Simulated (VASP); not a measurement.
ZrTiN, 6 atoms in the cell. Symmetry: P6_3/mmc, No. 194, hexagonal system. The conventional cell has a = 3.294 Å, b = 3.294 Å, c = 10.800 Å, α = 90.00°, β = 90.00°, γ = 120.00°. Within 4.3 Å of Zr (site symmetry -3m) lie 6 Zr at 3.29 Å and 6 Ti at 3.30 Å and 6 N at 3.30 Å. Within 2.5 Å of Ti (site symmetry -6m2) lie 3 N at 1.90 Å. N (site symmetry -6m2) has 3 Ti at 1.90 Å within 2.5 Å. The cell was built from a structure type or drawn by symmetry, and may not be a known phase.

* Program: VASP 6.6.1
* Task: relaxation of cell and atoms
* Functional: PBE
* Potentials or basis: VASP PAW PBE potentials, release 64 (Zr_sv, Ti_sv, N)
* Cutoff: 600 eV
* k mesh: 12 × 12 × 4
* Occupations: gaussian, width 0.1 eV
* Spin: no spin polarisation
* Dipole correction: no
* Further INCAR settings: ALGO = Normal; EDIFF = 1e-06; IBRION = 2; EDIFFG = -0.01; NSW = 100; ISIF = 3

Potentials or basis: VASP PAW PBE potentials, release 64 (Zr_sv, Ti_sv, N).

Command:

```console
$ cat potpaw_PBE.64/Zr_sv/POTCAR potpaw_PBE.64/Ti_sv/POTCAR potpaw_PBE.64/N/POTCAR > POTCAR
$ mpirun -np 1 vasp_std > vasp.out
```

Hardware: 1 thread of Intel(R) Xeon(R) 6975P-C (Granite Rapids), on a shared host.

**Question.** Estimate the wall time of this run.

**Answer.** It took 12 min on 1 thread of Intel(R) Xeon(R) 6975P-C (Granite Rapids), with other jobs on the host, peak memory 0.41 GiB. Counts: scf iterations 51, k points 57, ion steps 5.
